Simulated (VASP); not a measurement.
# AsPb (Pbcm) in VASP: single point with PBE

Aim: the single point of AsPb with PBE.

Everything below comes from runs of VASP 6.6.1. Logs are shortened: lines on timing, memory, paths and dates and some standing lists are left out, and cuts for length are marked.

## Step 1: The cell of the first run

It takes space group Pbcm (No. 57, orthorhombic). The conventional cell has a = 6.618 Å, b = 6.165 Å, c = 5.337 Å, α = 90.00°, β = 90.00°, γ = 90.00°. Pb (site symmetry m) has 4 As at 2.49 to 2.79 Å within 3.3 Å. As (site symmetry m) has 4 Pb at 2.49 to 2.79 Å within 3.3 Å.

## Step 2: Single point, PBE

The input, INCAR:

```
SYSTEM = AsPb
PREC = Accurate
ENCUT = 520
EDIFF = 1E-7
ISMEAR = -1
SIGMA = 0.1
LREAL = .False.
LASPH = .True.
NELM = 80
ALGO = Normal
ISIF = 2
LWAVE = .False.
LCHARG = .False.
GGA = PE
NBANDS = 48
LUSENCCL = .False.
```

The input, KPOINTS:

```
regular mesh
0
Gamma
  5 6 6
  0 0 0
```

The input, POSCAR:

```
AsPb
1.0
    6.6176260000      0.0000000000      0.0000000000
    0.0000000000      6.1654160000      0.0000000000
    0.0000000000      0.0000000000      5.3371320000
Pb As
4 4
Direct
    0.2297000000      0.9884000000      0.2500000000
    0.7703000000      0.0116000000      0.7500000000
    0.2297000000      0.5116000000      0.7500000000
    0.7703000000      0.4884000000      0.2500000000
    0.8653000000      0.0917000000      0.2500000000
    0.1347000000      0.9083000000      0.7500000000
    0.8653000000      0.4083000000      0.7500000000
    0.1347000000      0.5917000000      0.2500000000
```

Potentials or basis: VASP PAW PBE potentials, release 64 (Pb_d, As).

Command:

```console
cat potpaw_PBE.64/Pb_d/POTCAR potpaw_PBE.64/As/POTCAR > POTCAR
mpirun -np 1 vasp_std > vasp.out
```

OUTCAR:

```text
SYSTEM = AsPb
   PREC = Accurate
   ENCUT = 520
   EDIFF = 1E-7
   ISMEAR = -1
   LREAL = .False.
   LASPH = .True.
   NELM = 80
   ISIF = 2
   GGA = PE

 ion  position               nearest neighbor table
   1  0.230  0.988  0.250-   5 2.49   8 2.53   6 2.79   6 2.79   3 3.97   3 3.97   2 4.05   2 4.05

   2  0.770  0.012  0.750-   6 2.49   7 2.53   5 2.79   5 2.79   4 3.97   4 3.97   1 4.05   1 4.05

   3  0.230  0.512  0.750-   7 2.49   6 2.53   8 2.79   8 2.79   1 3.97   1 3.97   4 4.05   4 4.05

   4  0.770  0.488  0.250-   8 2.49   5 2.53   7 2.79   7 2.79   2 3.97   2 3.97   3 4.05   3 4.05

   5  0.865  0.092  0.250-   1 2.49   4 2.53   2 2.79   2 2.79
   6  0.135  0.908  0.750-   2 2.49   3 2.53   1 2.79   1 2.79
   7  0.865  0.408  0.750-   3 2.49   2 2.53   4 2.79   4 2.79
   8  0.135  0.592  0.250-   4 2.49   1 2.53   3 2.79   3 2.79

  LATTYP: Found a simple orthorhombic cell.
 ALAT       =     5.3371320000
 B/A-ratio  =     1.1551927140
 C/A-ratio  =     1.2399217407

  Lattice vectors:

 A1 = (   0.0000000000,   0.0000000000,  -5.3371320000)
 A2 = (   0.0000000000,   6.1654160000,   0.0000000000)
 A3 = (   6.6176260000,   0.0000000000,   0.0000000000)

Analysis of symmetry for initial positions (statically):
=====================================================================
 Subroutine PRICEL returns:
 Original cell was already a primitive cell.

 Routine SETGRP: Setting up the symmetry group for a
 simple orthorhombic supercell.

 Subroutine GETGRP returns: Found  8 space group operations
 (whereof  2 operations were pure point group operations)
 out of a pool of  8 trial point group operations.

The static configuration has the point symmetry S_2 .
 The point group associated with its full space group is D_2h.

Analysis of symmetry for dynamics (positions and initial velocities):
=====================================================================
 Subroutine PRICEL returns:
 Original cell was already a primitive cell.

 Routine SETGRP: Setting up the symmetry group for a
 simple orthorhombic supercell.

 Subroutine GETGRP returns: Found  8 space group operations
 (whereof  2 operations were pure point group operations)
 out of a pool of  8 trial point group operations.

The dynamic configuration has the point symmetry S_2 .
[... 108 lines left out ...]
   LSORBIT =      F    spin-orbit coupling
   LASPH  =      T    aspherical Exc in radial PAW
   ENCUT  =  520.0 eV  38.22 Ry    6.18 a.u.  12.30 11.46  9.92*2*pi/ulx,y,z
   NELM   =     80;   NELMIN=  2; NELMDL= -5     # of ELM steps
   EDIFF  = 0.1E-06   stopping-criterion for ELM
   LREAL  =      F    real-space projection
   EDIFFG = 0.1E-05   stopping-criterion for IOM
   NSW    =      0    number of steps for IOM
   IBRION =     -1    ionic relax: 0-MD 1-quasi-New 2-CG
   NFREE  =      0    steps in history (QN), initial steepest desc. (CG)
   ISIF   =      2    stress and relaxation
   ISYM   =      2    0-nonsym 1-usesym 2-fastsym
   POTIM  = 0.5000    time-step for ionic-motion
   TEBEG  =    0.0;   TEEND  =   0.0 temperature during run
   PSTRESS=    0.0 pullay stress
   NELECT =      76.0000    total number of electrons
   NUPDOWN=      -1.0000    fix difference up-down
   EMIN   =  10.00;   EMAX   =-10.00  energy-range for DOS
   EFERMI =   0.00;   METHOD = LEGACY
   ISMEAR =    -1;   SIGMA  =   0.10  broadening in eV -4-tet -1-fermi 0-gaus
   EFERMI_NEDOS =   21; number of points for ismear=-14 and -15
   IALGO  =     38    algorithm
   IMIX   =      4    mixing-type and parameters
     AMIX     =   0.40;   BMIX     =  1.00
     AMIX_MAG =   1.60;   BMIX_MAG =  1.00
  volume/ion in A,a.u.               =      27.22       183.69
  Fermi-wavevector in a.u.,A,eV,Ry     =   1.152626  2.178148 18.075984  1.328547
  Thomas-Fermi vector in A             =   2.289276
   LORBIT       =      0    0 simple, 1 ext, 2 COOP (PROOUT), +10 PAW based schemes
   GGA     = PE    functional components
   LHFCALC =     F    Hartree Fock is set to
   AEXX    =    0.0000 exact exchange contribution
   IVDW    =     0    specifies the selected vdW correction
   LEPSILON=     F    determine dielectric tensor
   LRPA    =     F    only Hartree local field effects (RPA)
 non-spin polarized calculation
  energy-cutoff  :      520.00
  volume of cell :      217.76
 maximum number of plane-waves:      5888
 NGX is ok and might be reduce to    50
   NGX = 25   NGY = 23   NGZ = 19

 number of electron      76.0000014 magnetization

 Free energy of the ion-electron system (eV)
  ---------------------------------------------------
  ext. energy  EPLUGINS =         0.00000000
  ---------------------------------------------------
  free energy    TOTEN  =       -27.29601437 eV

  energy without entropy =      -27.17183804  energy(sigma->0) =      -27.23392621

 E-fermi :   5.4970     XC(G=0):  -9.5101

 val. band max:        5.4963472307   @ k =   0.0000   0.0000   0.1667
 cond. band min:       5.5111950469   @ k =   0.2000   0.3333   0.1667
 fundamental gap:      0.0148478162
 Fermi energy:         5.4970080510

 k-point     1 :       0.0000    0.0000    0.0000
  band No.  band energies     occupation
      1     -11.5893      2.00000
      2     -11.5480      2.00000
      3     -11.5054      2.00000
      4     -11.3907      2.00000
      5     -11.3240      2.00000
      6     -11.2933      2.00000
[... 1213 lines left out ...]
     47      10.7821      0.00000
     48      10.7826      0.00000

 [... further k-points ...]
[... 5 lines left out ...]
  --------------------------------------------------------------------------------------
  -------------------------------------------------------------------------------------
  Total       28.6750028     28.3368047     19.5150636      0.0000000      0.0000000      0.0000000
  in kB      210.9801047    208.4917673    143.5846471      0.0000000      0.0000000      0.0000000
  external PRESSURE =     187.6855064 kB  Pullay stress =       0.0000000 kB

 VOLUME and BASIS-vectors are now :
 -----------------------------------------------------------------------------
  energy-cutoff  :      520.00
  volume of cell :      217.76
      direct lattice vectors                 reciprocal lattice vectors
     6.617626000  0.000000000  0.000000000     0.151111592  0.000000000  0.000000000
     0.000000000  6.165416000  0.000000000     0.000000000  0.162195057  0.000000000
     0.000000000  0.000000000  5.337132000     0.000000000  0.000000000  0.187366548

 POSITION                                       TOTAL-FORCE (eV/Angst)
 -----------------------------------------------------------------------------------
      1.52007      6.09390      1.33428         3.635524      1.994038      0.000000
      5.09756      0.07152      4.00285        -3.635524     -1.994038     -0.000000
      1.52007      3.15423      4.00285         3.635524     -1.994038     -0.000000
      5.09756      3.01119      1.33428        -3.635524      1.994038      0.000000
      5.72623      0.56537      1.33428        -2.035438     -1.252895     -0.000000
      0.89139      5.60005      4.00285         2.035438      1.252895     -0.000000
      5.72623      2.51734      4.00285        -2.035438      1.252895      0.000000
      0.89139      3.64808      1.33428         2.035438     -1.252895     -0.000000
 -----------------------------------------------------------------------------------
    total drift:                                0.000000     -0.000000      0.000000

  FREE ENERGIE OF THE ION-ELECTRON SYSTEM (eV)
  ---------------------------------------------------
  free  energy   TOTEN  =       -27.2960143713 eV

  energy  without entropy=      -27.1718380437  energy(sigma->0) =      -27.23392621
```

OSZICAR:

```text
N       E                     dE             d eps       ncg     rms          rms(c)
DAV:   1     0.879135215523E+03    0.87914E+03   -0.34553E+04  4608   0.168E+03
DAV:   2     0.781523434117E+02   -0.80098E+03   -0.77921E+03  4664   0.466E+02
DAV:   3    -0.224476702502E+02   -0.10060E+03   -0.97807E+02  5784   0.197E+02
DAV:   4    -0.277242601915E+02   -0.52766E+01   -0.52356E+01  5688   0.465E+01
DAV:   5    -0.279114725303E+02   -0.18721E+00   -0.18712E+00  5712   0.881E+00    0.561E+00
DAV:   6    -0.273217661780E+02    0.58971E+00   -0.11074E+00  7056   0.705E+00    0.311E+00
DAV:   7    -0.272976266820E+02    0.24139E-01   -0.53742E-01  6616   0.304E+00    0.141E+00
DAV:   8    -0.272965167881E+02    0.11099E-02   -0.70420E-02  7144   0.207E+00    0.358E-01
DAV:   9    -0.272956340837E+02    0.88270E-03   -0.14511E-02  6344   0.867E-01    0.828E-02
DAV:  10    -0.272958535957E+02   -0.21951E-03   -0.13739E-03  6392   0.208E-01    0.417E-02
DAV:  11    -0.272960300520E+02   -0.17646E-03   -0.47950E-04  6304   0.128E-01    0.302E-02
DAV:  12    -0.272960129444E+02    0.17108E-04   -0.56117E-05  6608   0.511E-02    0.127E-02
DAV:  13    -0.272960133696E+02   -0.42527E-06   -0.16948E-05  5704   0.135E-02    0.224E-03
DAV:  14    -0.272960138675E+02   -0.49782E-06   -0.14717E-06  5456   0.657E-03    0.106E-03
DAV:  15    -0.272960143600E+02   -0.49252E-06   -0.21839E-07  4136   0.229E-03    0.839E-04
DAV:  16    -0.272960143713E+02   -0.11303E-07   -0.39552E-08  3224   0.178E-03
   1 F= -.27296014E+02 E0= -.27233926E+02  d E =-.124176E+00
```

It took 4.3 min on 1 × NVIDIA H100 80GB with 1 thread of AMD EPYC 7R13 (Zen 3), shared host; peak memory 1.5 GiB.

What came out:

- Free energy: -27.2960 eV
- Pressure: 18.8 GPa
- Largest force: 4.146 eV/Å
- Band gap on the k mesh: zero (band 38 reaches 5.75 eV, above the bottom of band 39 at 5.35 eV)

Forces in eV/Å, atoms in the order of the input:
```
Pb   3.636  1.994  0.000
Pb  -3.636 -1.994  0.000
Pb   3.636 -1.994  0.000
Pb  -3.636  1.994  0.000
As  -2.035 -1.253  0.000
As   2.035  1.253  0.000
As  -2.035  1.253  0.000
As   2.035 -1.253  0.000
```

Stress tensor (GPa, compression positive):
```
21.10  0.00  0.00
 0.00 20.85  0.00
 0.00  0.00 14.36
```

Levels at points of the mesh, in eV from the Fermi level:
| k point | band 34 | band 35 | band 36 | band 37 | band 38 | band 39 | band 40 | band 41 | band 42 | band 43 |
| --- | --- | --- | --- | --- | --- | --- | --- | --- | --- | --- |
| (0.00, 0.00, 0.00) | -2.09 | -1.63 | -1.60 | -1.57 | -0.52 | 0.47 | 0.61 | 2.05 | 2.81 | 3.53 |
| (0.00, 0.50, 0.00) | -2.34 | -1.75 | -1.75 | -0.57 | -0.57 | 0.34 | 0.34 | 2.13 | 2.13 | 4.30 |
| (0.00, 0.00, 0.50) | -1.78 | -1.03 | -1.03 | -0.77 | -0.77 | 0.80 | 0.80 | 2.82 | 2.82 | 3.40 |
| (0.00, 0.50, 0.50) | -1.68 | -1.68 | -1.68 | -0.03 | -0.03 | -0.03 | -0.03 | 3.02 | 3.02 | 3.02 |

Caveat: spin-orbit coupling is left out, which moves the levels of the heavy elements; forces of over 1 eV/Å act on the atoms, so gaps and moduli don't describe the material at rest.
